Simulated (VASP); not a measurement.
# K3H8 (P1) in VASP: single point with PBE

Aim: the single point of K3H8 with PBE.

Everything below comes from runs of VASP 6.6.1. Logs are shortened: lines on timing, memory, paths and dates and some standing lists are left out, and cuts for length are marked.

## Step 1: The cell of the first run

The typed cell holds 11 atoms: a = 4.667 Å, b = 6.736 Å, c = 7.595 Å, α = 108.92°, β = 102.25°, γ = 92.00°.

## Step 2: Single point, PBE

Contents of INCAR:

```
SYSTEM = K3H8
PREC = Accurate ; ENCUT = 520
EDIFF = 1E-6 ; ISMEAR = 0
SIGMA = 0.1 ; LREAL = .False.
LASPH = .True. ; NELM = 100
ALGO = Normal ; ISIF = 2
LWAVE = .False. ; LCHARG = .False.
GGA = PE ; NBANDS = 28
```

Contents of KPOINTS:

```
Automatic mesh
0
Gamma
  4 4 4
  0 0 0
```

Contents of POSCAR:

```
K3H8
1.0
    4.6671784505      0.0000000000      0.0000000000
   -0.2350382566      6.7317632362      0.0000000000
   -1.6117743278     -2.5201249331      6.9811259506
K H
3 8
Direct
    0.1338128118      0.5175751959      0.4369601904
    0.6292257005      0.9861262601      0.3538668569
    0.4041573449      0.3594444177      0.9085259412
    0.0513143481      0.8453708327      0.0563234416
    0.9094562599      0.8380470869      0.7334671416
    0.5167731583      0.8455013473      0.9136696373
    0.1911467094      0.1562033781      0.5203291316
    0.5821954664      0.5751664936      0.2908742862
    0.5390855916      0.9678357113      0.9604961570
    0.9729401893      0.9403008445      0.7278786488
    0.0698924197      0.9684284320      0.0976085674
```

Potentials or basis: VASP PAW PBE potentials, release 64 (K_sv, H).

Command:

```
$ cat potpaw_PBE.64/K_sv/POTCAR potpaw_PBE.64/H/POTCAR > POTCAR
$ mpirun -np 1 vasp_std > vasp.out
```

OUTCAR:

```text
SYSTEM = K3H8
   PREC = Accurate
   ENCUT = 520
   EDIFF = 1E-6
   ISMEAR = 0
   LREAL = .False.
   LASPH = .True.
   NELM = 100
   ISIF = 2
   GGA = PE

 ion  position               nearest neighbor table
   1  0.134  0.518  0.437-
   2  0.629  0.986  0.354-
   3  0.404  0.359  0.909-
   4  0.051  0.845  0.056-  11 0.78
   5  0.909  0.838  0.733-  10 0.76
   6  0.517  0.846  0.914-   9 0.78
   7  0.191  0.156  0.520-
   8  0.582  0.575  0.291-
   9  0.539  0.968  0.960-   6 0.78
  10  0.973  0.940  0.728-   5 0.76
  11  0.070  0.968  0.098-   4 0.78

  LATTYP: Found a triclinic cell.
 ALAT       =     4.6671784505
 B/A-ratio  =     2.2359994291
 C/A-ratio  =     1.7269123003
 COS(alpha) =     0.0061724626
 COS(beta)  =     0.5499064324
 COS(gamma) =     0.6241961155

  Lattice vectors:

 A1 = (   4.6671784505,   0.0000000000,   0.0000000000)
 A2 = (   6.5139910349,  -4.2116383031,  -6.9811259506)
 A3 = (   4.4321401939,   6.7317632362,   0.0000000000)

Analysis of symmetry for initial positions (statically):
=====================================================================
 Subroutine PRICEL returns:
 Original cell was already a primitive cell.

 Routine SETGRP: Setting up the symmetry group for a
 triclinic supercell.

 Subroutine GETGRP returns: Found  1 space group operations
 (whereof  1 operations were pure point group operations)
 out of a pool of  2 trial point group operations.

The static configuration has the point symmetry C_1 .

Analysis of symmetry for dynamics (positions and initial velocities):
=====================================================================
 Subroutine PRICEL returns:
 Original cell was already a primitive cell.

 Routine SETGRP: Setting up the symmetry group for a
 triclinic supercell.

 Subroutine GETGRP returns: Found  1 space group operations
 (whereof  1 operations were pure point group operations)
 out of a pool of  2 trial point group operations.

The dynamic configuration has the point symmetry C_1 .

 Subroutine INISYM returns: Found  1 space group operations
 (whereof  1 operations are pure point group operations),
 and found     1 'primitive' translations

----------------------------------------------------------------------------------------

                                     Primitive cell

  volume of cell :     219.3354

  direct lattice vectors                    reciprocal lattice vectors
     4.667178450  0.000000000  0.000000000     0.214262217  0.007480925  0.052168548
    -0.235038257  6.731763236  0.000000000     0.000000000  0.148549491  0.053625057
    -1.611774328 -2.520124933  6.981125951     0.000000000  0.000000000  0.143243369

  length of vectors
     4.667178450  6.735865145  7.595061929     0.220648633  0.157932257  0.143243369

  position of ions in fractional coordinates (direct lattice)
     0.133812812  0.517575196  0.436960190
     0.629225701  0.986126260  0.353866857
     0.404157345  0.359444418  0.908525941
     0.051314348  0.845370833  0.056323442
     0.909456260  0.838047087  0.733467142
     0.516773158  0.845501347  0.913669637
     0.191146709  0.156203378  0.520329132
     0.582195466  0.575166494  0.290874286
     0.539085592  0.967835711  0.960496157
     0.972940189  0.940300845  0.727878649
     0.069892420  0.968428432  0.097608567

  ion indices of the primitive-cell ions
   primitive index   ion index
                 1           1
                 2           2
                 3           3
                 4           4
                 5           5
                 6           6
                 7           7
                 8           8
                 9           9
                10          10
                11          11

----------------------------------------------------------------------------------------

 KPOINTS: Automatic mesh

Automatic generation of k-mesh.
 Grid dimensions read from file:
 generate k-points for:    4    4    4

 Generating k-lattice:

  Cartesian coordinates                     Fractional coordinates (reciprocal lattice)
     0.053565554  0.001870231  0.013042137     0.250000000  0.000000000  0.000000000
     0.000000000  0.037137373  0.013406264     0.000000000  0.250000000 -0.000000000
     0.000000000  0.000000000  0.035810842     0.000000000  0.000000000  0.250000000

  Length of vectors
     0.055162158  0.039483064  0.035810842

  Shift w.r.t. Gamma in fractional coordinates (k-lattice)
     0.000000000  0.000000000  0.000000000

 Subroutine IBZKPT returns following result:
 ===========================================

 Found     36 irreducible k-points:

 Following reciprocal coordinates:
            Coordinates               Weight
  0.000000  0.000000  0.000000      1.000000
  0.250000  0.000000  0.000000      2.000000
  0.500000  0.000000  0.000000      1.000000
  0.000000  0.250000  0.000000      2.000000
  0.250000  0.250000  0.000000      2.000000
  0.500000  0.250000  0.000000      2.000000
[... 16 lines left out ...]
  0.000000 -0.250000  0.250000      2.000000
  0.250000 -0.250000  0.250000      2.000000
 [... further k-points ...]
   k-points           NKPTS =     36   k-points in BZ     NKDIM =     36   number of bands    NBANDS=     28
   number of dos      NEDOS =    301   number of ions     NIONS =     11
   total plane-waves  NPLWV = 100800
   dimension x,y,z NGX =    36 NGY =   50 NGZ =   56
   dimension x,y,z NGXF=    72 NGYF=  100 NGZF=  112
   ions per type =               3   8
   NGX,Y,Z   is equivalent  to a cutoff of  12.82, 12.34, 12.26 a.u.
   NGXF,Y,Z  is equivalent  to a cutoff of  25.65, 24.68, 24.52 a.u.
 SYSTEM =  K3H8
   PREC   = accura    normal or accurate (medium, high low for compatibility)
   ISTART =      0    job   : 0-new  1-cont  2-samecut
   ICHARG =      2    charge: 1-file 2-atom 10-const
   ISPIN  =      1    spin polarized calculation?
   LNONCOLLINEAR =      F non collinear calculations
   LSORBIT =      F    spin-orbit coupling
   LASPH  =      T    aspherical Exc in radial PAW
   ENCUT  =  520.0 eV  38.22 Ry    6.18 a.u.   8.68 12.52 14.12*2*pi/ulx,y,z
   NELM   =    100;   NELMIN=  2; NELMDL= -5     # of ELM steps
   EDIFF  = 0.1E-05   stopping-criterion for ELM
   LREAL  =      F    real-space projection
   EDIFFG = 0.1E-04   stopping-criterion for IOM
   NSW    =      0    number of steps for IOM
   IBRION =     -1    ionic relax: 0-MD 1-quasi-New 2-CG
   NFREE  =      0    steps in history (QN), initial steepest desc. (CG)
   ISIF   =      2    stress and relaxation
   ISYM   =      2    0-nonsym 1-usesym 2-fastsym
   POTIM  = 0.5000    time-step for ionic-motion
   TEBEG  =    0.0;   TEEND  =   0.0 temperature during run
   PSTRESS=    0.0 pullay stress
   NELECT =      35.0000    total number of electrons
   NUPDOWN=      -1.0000    fix difference up-down
   EMIN   =  10.00;   EMAX   =-10.00  energy-range for DOS
   EFERMI =   0.00;   METHOD = LEGACY
   ISMEAR =     0;   SIGMA  =   0.10  broadening in eV -4-tet -1-fermi 0-gaus
   EFERMI_NEDOS =   21; number of points for ismear=-14 and -15
   IALGO  =     38    algorithm
   IMIX   =      4    mixing-type and parameters
     AMIX     =   0.40;   BMIX     =  1.00
     AMIX_MAG =   1.60;   BMIX_MAG =  1.00
  volume/ion in A,a.u.               =      19.94       134.56
  Fermi-wavevector in a.u.,A,eV,Ry     =   0.887962  1.678006 10.727885  0.788477
  Thomas-Fermi vector in A             =   2.009330
   LORBIT       =      0    0 simple, 1 ext, 2 COOP (PROOUT), +10 PAW based schemes
   GGA     = PE    functional components
   LHFCALC =     F    Hartree Fock is set to
   AEXX    =    0.0000 exact exchange contribution
   IVDW    =     0    specifies the selected vdW correction
   LEPSILON=     F    determine dielectric tensor
   LRPA    =     F    only Hartree local field effects (RPA)
 non-spin polarized calculation
 Gauss-broadening in eV      SIGMA  =   0.10
  energy-cutoff  :      520.00
  volume of cell :      219.34
 maximum number of plane-waves:      5927
 NGX is ok and might be reduce to    36
   NGX = 17   NGY = 25   NGZ = 29

 number of electron      35.0000000 magnetization

 Free energy of the ion-electron system (eV)
  ---------------------------------------------------
  ext. energy  EPLUGINS =         0.00000000
  ---------------------------------------------------
  free energy    TOTEN  =       -30.30424008 eV

  energy without entropy =      -30.29267378  energy(sigma->0) =      -30.29845693

 E-fermi :   0.3393     XC(G=0):  -6.3474

 val. band max:        0.2883972784   @ k =   0.2500   0.2500   0.2500
 cond. band min:       0.3446677231   @ k =   0.0000   0.0000   0.5000
 fundamental gap:      0.0562704448
 Fermi energy:         0.3392886209

 k-point     1 :       0.0000    0.0000    0.0000
  band No.  band energies     occupation
      1     -31.6031      2.00000
      2     -31.4278      2.00000
      3     -31.3761      2.00000
      4     -15.1663      2.00000
      5     -15.1318      2.00000
      6     -15.0470      2.00000
[... 20 lines left out ...]
     27       4.8084      0.00000
     28       4.8674      0.00000

 k-point     2 :       0.2500    0.0000    0.0000
  band No.  band energies     occupation
      1     -31.6024      2.00000
      2     -31.4265      2.00000
      3     -31.3758      2.00000
      4     -15.1635      2.00000
      5     -15.1518      2.00000
      6     -15.0339      2.00000
[... 674 lines left out ...]
 k-point    24 :       0.2500   -0.2500    0.2500
  band No.  band energies     occupation
      1     -31.6023      2.00000
      2     -31.4264      2.00000
      3     -31.3760      2.00000
      4     -15.1643      2.00000
      5     -15.1521      2.00000
      6     -15.0258      2.00000
[... 20 lines left out ...]
     27       4.6530      0.00000
     28       4.9065      0.00000

 [... further k-points ...]

------------------------ aborting loop because EDIFF is reached ----------------------------------------

  FORCE on cell =-STRESS in cart. coord.  units (eV):
  Direction    XX          YY          ZZ          XY          YZ          ZX
  --------------------------------------------------------------------------------------
  -------------------------------------------------------------------------------------
  Total       -0.3099809      0.3776046      0.3408419      0.1877911     -0.1942778     -0.0256047
  in kB       -2.2643149      2.7582849      2.4897451      1.3717562     -1.4191394     -0.1870345
  external PRESSURE =       0.9945717 kB  Pullay stress =       0.0000000 kB

 VOLUME and BASIS-vectors are now :
 -----------------------------------------------------------------------------
  energy-cutoff  :      520.00
  volume of cell :      219.34
      direct lattice vectors                 reciprocal lattice vectors
     4.667178450  0.000000000  0.000000000     0.214262217  0.007480925  0.052168548
    -0.235038257  6.731763236  0.000000000     0.000000000  0.148549491  0.053625057
    -1.611774328 -2.520124933  6.981125951     0.000000000  0.000000000  0.143243369

 POSITION                                       TOTAL-FORCE (eV/Angst)
 -----------------------------------------------------------------------------------
     -0.20140      2.38300      3.05047         0.000491      0.032305     -0.014624
      2.13458      5.74658      2.47039        -0.002004     -0.021308      0.017980
      0.33745      0.13010      6.34253         0.011115      0.018059      0.004803
     -0.04998      5.54889      0.39320         0.004588      0.066646      0.026920
      2.86544      3.79311      5.12043        -0.074834     -0.234999     -0.001322
      0.74052      3.38915      6.37844        -0.013924     -0.064365     -0.007589
      0.01675     -0.25977      3.63248         0.032444      0.039622     -0.003785
      2.11320      3.13885      2.03063         0.001842     -0.014867      0.044502
      0.74043      4.09467      6.70534         0.008799      0.040937     -0.033980
      3.14670      4.49554      5.08141         0.036991      0.237648      0.017817
     -0.05874      6.27325      0.68142        -0.005509     -0.099677     -0.050722
 -----------------------------------------------------------------------------------
    total drift:                               -0.000058     -0.000542      0.000100

  FREE ENERGIE OF THE ION-ELECTRON SYSTEM (eV)
  ---------------------------------------------------
  free  energy   TOTEN  =       -30.3042400829 eV

  energy  without entropy=      -30.2926737754  energy(sigma->0) =      -30.29845693
```

Run time: 2 min. Hardware: 1 thread of Intel Xeon 6975P-C (Granite Rapids), shared host; peak memory 0.39 GiB.

Results:

```yaml
Free_energy: -30.3042 eV
Pressure: 0.1 GPa
Largest_force: 0.247 eV/Å
Band_gap_on_the_k_mesh: zero (an odd number of electrons rules out a gap without spin polarisation)
```

Forces in eV/Å, atoms in the order of the input:
```
K    0.000  0.032 -0.015
K   -0.002 -0.021  0.018
K    0.011  0.018  0.005
H    0.005  0.067  0.027
H   -0.075 -0.235 -0.001
H   -0.014 -0.064 -0.008
H    0.032  0.040 -0.004
H    0.002 -0.015  0.045
H    0.009  0.041 -0.034
H    0.037  0.238  0.018
H   -0.006 -0.100 -0.051
```

Stress tensor (GPa, compression positive):
```
-0.23  0.14 -0.02
 0.14  0.28 -0.14
-0.02 -0.14  0.25
```

The gap in the log of VASP goes by the Fermi energy; the results here count the filled bands.